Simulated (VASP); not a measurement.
Input of a VASP 6.6.1 run:

The input INCAR:

```
SYSTEM = Pb
  PREC = Accurate
  ENCUT = 520
  EDIFF = 1E-7
  ISMEAR = -1
  SIGMA = 0.1
  LREAL = .FALSE.
  LASPH = .TRUE.
  NELM = 100
  ALGO = Normal
  ISIF = 2
  LWAVE = .FALSE.
  LCHARG = .FALSE.
  GGA = PE
  NBANDS = 13
```

KPOINTS

```
Automatic mesh
0
G
  7 7 7
  0 0 0
```

Contents of POSCAR:

```
Pb
1.0
    0.0000000000      2.5175937382      2.5175937382
    2.5175937382      0.0000000000      2.5175937382
    2.5175937382      2.5175937382      0.0000000000
Pb
1
Direct
    0.0000000000      0.0000000000      0.0000000000
```

Potentials or basis: VASP PAW PBE potentials, release 64 (Pb_d).

Command:

```console
$ cat potpaw_PBE.64/Pb_d/POTCAR > POTCAR
$ mpirun -np 1 vasp_std > vasp.out
```

Question: What does it give for the pressure?

Answer: 0.4 GPa.

Question: What does it give for the band gap on the k mesh?

Answer: Zero (band 7 reaches 13.74 eV, above the bottom of band 8 at 5.37 eV).

Caveat: spin-orbit coupling is left out, which moves the levels of the heavy elements.
